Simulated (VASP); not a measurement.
# Ti (I4/mmm) in VASP: a series of runs

Runs on Ti. Level: r2SCAN. Tasks: single point.

All numbers are computed with VASP 6.6.1; they aren't measurements. Logs are shortened: lines on timing, memory, paths and dates and some standing lists are left out, and cuts for length are marked.

### 1 The cell of the first run

It takes space group I4/mmm (No. 139, tetragonal). The conventional cell has a = 3.282 Å, b = 3.282 Å, c = 3.315 Å, α = 90.00°, β = 90.00°, γ = 90.00°. Within 3.8 Å of Ti (site symmetry 4/mmm) lie 14 Ti at 2.85 to 3.31 Å.

### 2 Single point, r2SCAN (strain +0.0100 x Voigt [1, 0, 0, 0, 0, 0])

Contents of POSCAR:

```
Ti
1.0
   -1.6574100000      1.6410000000      1.6410000000
    1.6574100000     -1.6410000000      1.6410000000
    1.6574100000      1.6410000000     -1.6410000000
Ti
1
Direct
    0.0000000000      0.0000000000      0.0000000000
```

Contents of INCAR.step1:

```
SYSTEM = Ti
PREC = Accurate ; ENCUT = 520
ISMEAR = 0 ; SIGMA = 0.15
LREAL = .False. ; LASPH = .True.
NELM = 100 ; NBANDS = 12
GGA = PE ; ALGO = Normal
EDIFF = 1E-4 ; LWAVE = .True.
LCHARG = .False.
```

Contents of INCAR.step2:

```
SYSTEM = Ti
PREC = Accurate ; ENCUT = 520
EDIFF = 1E-6 ; ISMEAR = 0
SIGMA = 0.15 ; LREAL = .False.
LASPH = .True. ; NELM = 100
ALGO = Normal ; ISIF = 2
LWAVE = .False. ; LCHARG = .False.
METAGGA = R2SCAN ; LMIXTAU = .True.
NBANDS = 12 ; ISTART = 1
```

Contents of KPOINTS:

```
regular mesh
0
Gamma
  20 20 20
  0 0 0
```

Potentials or basis: VASP PAW PBE potentials, release 64 (Ti_sv).

Started as:

```console
cat potpaw_PBE.64/Ti_sv/POTCAR > POTCAR
cp INCAR.step1 INCAR
mpirun -np 1 vasp_std > vasp.out
cp INCAR.step2 INCAR
mpirun -np 1 vasp_std > vasp.out
```

OUTCAR:

```text
SYSTEM = Ti
   PREC = Accurate
   ENCUT = 520
   EDIFF = 1E-6
   ISMEAR = 0
   LREAL = .False.
   LASPH = .True.
   NELM = 100
   ISIF = 2
   METAGGA = R2SCAN
   ISTART = 1

 ion  position               nearest neighbor table
   1  0.000  0.000  0.000-

  LATTYP: Found a body centered tetragonal cell.
 ALAT       =     3.2820000000
 C/A-ratio  =     1.0100000000

  Lattice vectors:

 A1 = (  -1.6574100000,   1.6410000000,  -1.6410000000)
 A2 = (  -1.6574100000,  -1.6410000000,   1.6410000000)
 A3 = (   1.6574100000,   1.6410000000,   1.6410000000)

Analysis of symmetry for initial positions (statically):
=====================================================================
 Subroutine PRICEL returns:
 Original cell was already a primitive cell.

 Routine SETGRP: Setting up the symmetry group for a
 body centered tetragonal supercell.

 Subroutine GETGRP returns: Found 16 space group operations
 (whereof 16 operations were pure point group operations)
 out of a pool of 16 trial point group operations.

The static configuration has the point symmetry D_4h.

Analysis of symmetry for dynamics (positions and initial velocities):
=====================================================================
 Subroutine PRICEL returns:
 Original cell was already a primitive cell.

 Routine SETGRP: Setting up the symmetry group for a
 body centered tetragonal supercell.

 Subroutine GETGRP returns: Found 16 space group operations
 (whereof 16 operations were pure point group operations)
 out of a pool of 16 trial point group operations.

The dynamic configuration has the point symmetry D_4h.

 Subroutine INISYM returns: Found 16 space group operations
 (whereof 16 operations are pure point group operations),
 and found     1 'primitive' translations

----------------------------------------------------------------------------------------

                                     Primitive cell

  volume of cell :      17.8528

  direct lattice vectors                    reciprocal lattice vectors
    -1.657410000  1.641000000  1.641000000     0.000000000  0.304692261  0.304692261
     1.657410000 -1.641000000  1.641000000     0.301675506  0.000000000  0.304692261
     1.657410000  1.641000000 -1.641000000     0.301675506  0.304692261  0.000000000

  length of vectors
     2.851801169  2.851801169  2.851801169     0.430899928  0.428772066  0.428772066

  position of ions in fractional coordinates (direct lattice)
     0.000000000  0.000000000  0.000000000

  ion indices of the primitive-cell ions
   primitive index   ion index
                 1           1

----------------------------------------------------------------------------------------

 KPOINTS: regular mesh

Automatic generation of k-mesh.
 Grid dimensions read from file:
 generate k-points for:   20   20   20

 Generating k-lattice:

  Cartesian coordinates                     Fractional coordinates (reciprocal lattice)
     0.000000000  0.015234613  0.015234613     0.050000000  0.000000000  0.000000000
     0.015083775  0.000000000  0.015234613     0.000000000  0.050000000 -0.000000000
     0.015083775  0.015234613  0.000000000     0.000000000 -0.000000000  0.050000000

  Length of vectors
     0.021544996  0.021438603  0.021438603

  Shift w.r.t. Gamma in fractional coordinates (k-lattice)
     0.000000000  0.000000000  0.000000000

 Subroutine IBZKPT returns following result:
 ===========================================

 Found    641 irreducible k-points:

 Following reciprocal coordinates:
            Coordinates               Weight
  0.000000  0.000000  0.000000      1.000000
  0.050000  0.000000  0.000000      4.000000
  0.100000  0.000000  0.000000      4.000000
  0.150000  0.000000  0.000000      4.000000
  0.200000  0.000000  0.000000      4.000000
  0.250000  0.000000  0.000000      4.000000
[... 16 lines left out ...]
  0.050000  0.100000  0.000000     16.000000
  0.100000  0.100000  0.000000     16.000000
 [... further k-points ...]
   k-points           NKPTS =    641   k-points in BZ     NKDIM =    641   number of bands    NBANDS=     12
   number of dos      NEDOS =    301   number of ions     NIONS =      1
   total plane-waves  NPLWV =  13824
   dimension x,y,z NGX =    24 NGY =   24 NGZ =   24
   dimension x,y,z NGXF=    48 NGYF=   48 NGZF=   48
   ions per type =               1
   NGX,Y,Z   is equivalent  to a cutoff of  13.99, 13.99, 13.99 a.u.
   NGXF,Y,Z  is equivalent  to a cutoff of  27.98, 27.98, 27.98 a.u.
 SYSTEM =  Ti
   PREC   = accura    normal or accurate (medium, high low for compatibility)
   ISTART =      1    job   : 0-new  1-cont  2-samecut
   ICHARG =      0    charge: 1-file 2-atom 10-const
   ISPIN  =      1    spin polarized calculation?
   LNONCOLLINEAR =      F non collinear calculations
   LSORBIT =      F    spin-orbit coupling
   LASPH  =      T    aspherical Exc in radial PAW
   ENCUT  =  520.0 eV  38.22 Ry    6.18 a.u.   5.30  5.30  5.30*2*pi/ulx,y,z
   NELM   =    100;   NELMIN=  2; NELMDL=  0     # of ELM steps
   EDIFF  = 0.1E-05   stopping-criterion for ELM
   LREAL  =      F    real-space projection
   EDIFFG = 0.1E-04   stopping-criterion for IOM
   NSW    =      0    number of steps for IOM
   IBRION =     -1    ionic relax: 0-MD 1-quasi-New 2-CG
   NFREE  =      0    steps in history (QN), initial steepest desc. (CG)
   ISIF   =      2    stress and relaxation
   ISYM   =      2    0-nonsym 1-usesym 2-fastsym
   POTIM  = 0.5000    time-step for ionic-motion
   TEBEG  =    0.0;   TEEND  =   0.0 temperature during run
   PSTRESS=    0.0 pullay stress
   NELECT =      12.0000    total number of electrons
   NUPDOWN=      -1.0000    fix difference up-down
   EMIN   =  10.00;   EMAX   =-10.00  energy-range for DOS
   EFERMI =   0.00;   METHOD = LEGACY
   ISMEAR =     0;   SIGMA  =   0.15  broadening in eV -4-tet -1-fermi 0-gaus
   EFERMI_NEDOS =   21; number of points for ismear=-14 and -15
   IALGO  =     38    algorithm
   IMIX   =      4    mixing-type and parameters
     AMIX     =   0.40;   BMIX     =  1.00
     AMIX_MAG =   1.60;   BMIX_MAG =  1.00
  volume/ion in A,a.u.               =      17.85       120.48
  Fermi-wavevector in a.u.,A,eV,Ry     =   1.434056  2.709974 27.980620  2.056518
  Thomas-Fermi vector in A             =   2.553507
   LORBIT       =      0    0 simple, 1 ext, 2 COOP (PROOUT), +10 PAW based schemes
   METAGGA = R2SCAN    functional components
   LHFCALC =     F    Hartree Fock is set to
   AEXX    =    0.0000 exact exchange contribution
   IVDW    =     0    specifies the selected vdW correction
   LEPSILON=     F    determine dielectric tensor
   LRPA    =     F    only Hartree local field effects (RPA)
 non-spin polarized calculation
 Gauss-broadening in eV      SIGMA  =   0.15
  energy-cutoff  :      520.00
  volume of cell :       17.85
 maximum number of plane-waves:       490
 NGX is ok and might be reduce to    24
   NGX = 11   NGY = 11   NGZ = 11

 number of electron      12.0000002 magnetization

 Free energy of the ion-electron system (eV)
  ---------------------------------------------------
  ext. energy  EPLUGINS =         0.00000000
  ---------------------------------------------------
  free energy    TOTEN  =       -12.82021873 eV

  energy without entropy =      -12.79401531  energy(sigma->0) =      -12.80711702

 E-fermi :   7.8357     XC(G=0): -12.2598

 val. band max:        7.8354321585   @ k =   0.1000  -0.4000   0.0500
 cond. band min:       7.8362915240   @ k =   0.1500  -0.4000   0.0500
 fundamental gap:      0.0008593655
 Fermi energy:         7.8357230575

 k-point     1 :       0.0000    0.0000    0.0000
  band No.  band energies     occupation
      1     -51.1384      2.00000
      2     -25.9717      2.00000
      3     -25.9717      2.00000
      4     -25.9707      2.00000
      5       1.5526      2.00000
      6       8.9233      0.00000
      7       8.9233      0.00000
      8       8.9998      0.00000
      9      10.6239      0.00000
     10      10.7119      0.00000
     11      25.6020      0.00000
     12      25.7899      0.00000

 k-point     2 :       0.0500    0.0000    0.0000
  band No.  band energies     occupation
      1     -51.1354      2.00000
      2     -25.9879      2.00000
      3     -25.9758      2.00000
      4     -25.9719      2.00000
      5       1.6400      2.00000
      6       8.8817      0.00000
      7       8.9852      0.00000
      8       8.9869      0.00000
      9      10.6274      0.00000
     10      10.6641      0.00000
     11      25.6255      0.00000
     12      25.6800      0.00000

 k-point     3 :       0.1000    0.0000    0.0000
  band No.  band energies     occupation
      1     -51.1268      2.00000
      2     -26.0347      2.00000
      3     -25.9903      2.00000
      4     -25.9725      2.00000
      5       1.8981      2.00000
      6       8.7632      0.00000
      7       8.9344      0.00000
      8       9.1681      0.00000
      9      10.5496      0.00000
     10      10.6391      0.00000
     11      25.1341      0.00000
     12      25.6633      0.00000
[... 286 lines left out ...]
 k-point    23 :       0.0500    0.1000    0.0000
  band No.  band energies     occupation
      1     -51.1187      2.00000
      2     -26.0793      2.00000
      3     -25.9985      2.00000
      4     -25.9773      2.00000
      5       2.1460      2.00000
      6       8.7165      0.00000
      7       8.7795      0.00000
      8       9.3845      0.00000
      9      10.4073      0.00000
     10      10.7033      0.00000
     11      24.6413      0.00000
     12      25.3729      0.00000

 k-point    24 :       0.1000    0.1000    0.0000
  band No.  band energies     occupation
      1     -51.1058      2.00000
      2     -26.1462      2.00000
      3     -26.0122      2.00000
      4     -25.9874      2.00000
      5       2.5504      2.00000
      6       8.5543      0.00000
      7       8.6393      0.00000
      8       9.6827      0.00000
      9      10.3054      0.00000
     10      10.7492      0.00000
     11      24.0361      0.00000
     12      24.8192      0.00000

 [... further k-points ...]
[... 5 lines left out ...]
  --------------------------------------------------------------------------------------
  -------------------------------------------------------------------------------------
  Total       -0.3671011     -0.4106538     -0.4106538      0.0000000      0.0000000      0.0000000
  in kB      -32.9449753    -36.8535464    -36.8535464      0.0000000      0.0000000      0.0000000
  external PRESSURE =     -35.5506894 kB  Pullay stress =       0.0000000 kB

 VOLUME and BASIS-vectors are now :
 -----------------------------------------------------------------------------
  energy-cutoff  :      520.00
  volume of cell :       17.85
      direct lattice vectors                 reciprocal lattice vectors
    -1.657410000  1.641000000  1.641000000     0.000000000  0.304692261  0.304692261
     1.657410000 -1.641000000  1.641000000     0.301675506  0.000000000  0.304692261
     1.657410000  1.641000000 -1.641000000     0.301675506  0.304692261  0.000000000

 POSITION                                       TOTAL-FORCE (eV/Angst)
 -----------------------------------------------------------------------------------
      0.00000      0.00000      0.00000         0.000000      0.000000     -0.000000
 -----------------------------------------------------------------------------------
    total drift:                                0.000000      0.000000      0.000000

  FREE ENERGIE OF THE ION-ELECTRON SYSTEM (eV)
  ---------------------------------------------------
  free  energy   TOTEN  =       -12.8202187256 eV

  energy  without entropy=      -12.7940153054  energy(sigma->0) =      -12.80711702
```

Wall time 2.3 min (1 thread of Intel Xeon 6975P-C (Granite Rapids), shared host); peak memory 0.25 GiB.

Results:

| Property | Result |
| --- | --- |
| Free energy | -12.8202 eV |
| Pressure | -3.6 GPa |
| Band gap on the k mesh | zero (band 6 reaches 8.92 eV, above the bottom of band 7 at 7.14 eV) |

Stress tensor (GPa, compression positive):
```
-3.29  0.00  0.00
 0.00 -3.69  0.00
 0.00  0.00 -3.69
```

Caveat: the cell differs from its parent crystal (strain +0.0100 x Voigt [1, 0, 0, 0, 0, 0]); the PAW data sets were made with another functional, which shifts forces and pressure a little.

### 3 Single point, r2SCAN (strain +0.0150 x Voigt [1, 0, 0, 0, 0, 0])

Contents of POSCAR:

```
Ti
1.0
   -1.6656150000      1.6410000000      1.6410000000
    1.6656150000     -1.6410000000      1.6410000000
    1.6656150000      1.6410000000     -1.6410000000
Ti
1
Direct
    0.0000000000      0.0000000000      0.0000000000
```

Contents of INCAR.step1:

```
SYSTEM = Ti
PREC = Accurate ; ENCUT = 520
ISMEAR = 0 ; SIGMA = 0.15
LREAL = .FALSE. ; LASPH = .TRUE.
NELM = 60 ; NBANDS = 12
GGA = PE ; ALGO = Normal
EDIFF = 1E-4 ; LWAVE = .TRUE.
LCHARG = .FALSE.
```

Contents of INCAR.step2:

```
SYSTEM = Ti
PREC = Accurate ; ENCUT = 520
EDIFF = 1E-6 ; ISMEAR = 0
SIGMA = 0.15 ; LREAL = .FALSE.
LASPH = .TRUE. ; NELM = 60
ALGO = Normal ; ISIF = 2
LWAVE = .FALSE. ; LCHARG = .TRUE.
METAGGA = R2SCAN ; LMIXTAU = .TRUE.
LELF = .TRUE. ; LVHAR = .TRUE.
NBANDS = 12 ; ISTART = 1
```

Contents of KPOINTS:

```
Automatic mesh
0
G
  20 20 20
  0 0 0
```

Potentials or basis: VASP PAW PBE potentials, release 64 (Ti_sv).

Started as:

```console
cat potpaw_PBE.64/Ti_sv/POTCAR > POTCAR
cp INCAR.step1 INCAR
mpirun -np 1 vasp_std > vasp.out
cp INCAR.step2 INCAR
mpirun -np 1 vasp_std > vasp.out
```

OUTCAR:

```text
SYSTEM = Ti
   PREC = Accurate
   ENCUT = 520
   EDIFF = 1E-6
   ISMEAR = 0
   LREAL = .FALSE.
   LASPH = .TRUE.
   NELM = 60
   ISIF = 2
   METAGGA = R2SCAN
   ISTART = 1

 ion  position               nearest neighbor table
   1  0.000  0.000  0.000-

  LATTYP: Found a body centered tetragonal cell.
 ALAT       =     3.2820000000
 C/A-ratio  =     1.0150000000

  Lattice vectors:

 A1 = (  -1.6656150000,   1.6410000000,  -1.6410000000)
 A2 = (  -1.6656150000,  -1.6410000000,   1.6410000000)
 A3 = (   1.6656150000,   1.6410000000,   1.6410000000)

[... 532 lines left out ...]
      6       8.4883      0.00000
      7       8.5979      0.00000
      8       9.6188      0.00000
      9      10.2469      0.00000
     10      10.6792      0.00000
     11      23.9395      0.00000
     12      24.7213      0.00000

 [... further k-points ...]
[... 5 lines left out ...]
  --------------------------------------------------------------------------------------
  -------------------------------------------------------------------------------------
  Total       -0.4084077     -0.4738069     -0.4738069      0.0000000      0.0000000      0.0000000
  in kB      -36.4714270    -42.3116727    -42.3116727      0.0000000      0.0000000      0.0000000
  external PRESSURE =     -40.3649242 kB  Pullay stress =       0.0000000 kB

 VOLUME and BASIS-vectors are now :
 -----------------------------------------------------------------------------
  energy-cutoff  :      520.00
  volume of cell :       17.94
      direct lattice vectors                 reciprocal lattice vectors
    -1.665615000  1.641000000  1.641000000     0.000000000  0.304692261  0.304692261
     1.665615000 -1.641000000  1.641000000     0.300189420  0.000000000  0.304692261
     1.665615000  1.641000000 -1.641000000     0.300189420  0.304692261  0.000000000

 POSITION                                       TOTAL-FORCE (eV/Angst)
 -----------------------------------------------------------------------------------
      0.00000      0.00000      0.00000         0.000000      0.000000     -0.000000
 -----------------------------------------------------------------------------------
    total drift:                               -0.000000      0.000000      0.000000

  FREE ENERGIE OF THE ION-ELECTRON SYSTEM (eV)
  ---------------------------------------------------
  free  energy   TOTEN  =       -12.8184316243 eV

  energy  without entropy=      -12.7919966925  energy(sigma->0) =      -12.80521416
```

Run time: 4.9 min. Hardware: 1 thread of AMD EPYC 9R45 (Zen 5), shared host; peak memory 0.22 GiB.

What came out:

| Item | Value |
| --- | --- |
| Free energy | -12.8184 eV |
| Pressure | -4.0 GPa |
| Band gap on the k mesh | zero (band 6 reaches 8.86 eV, above the bottom of band 7 at 7.10 eV) |

Stress tensor (GPa, compression positive):
```
-3.65  0.00  0.00
 0.00 -4.23  0.00
 0.00  0.00 -4.23
```

Caveat: the cell differs from its parent crystal (strain +0.0150 x Voigt [1, 0, 0, 0, 0, 0]); the PAW data sets were made with another functional, which shifts forces and pressure a little.
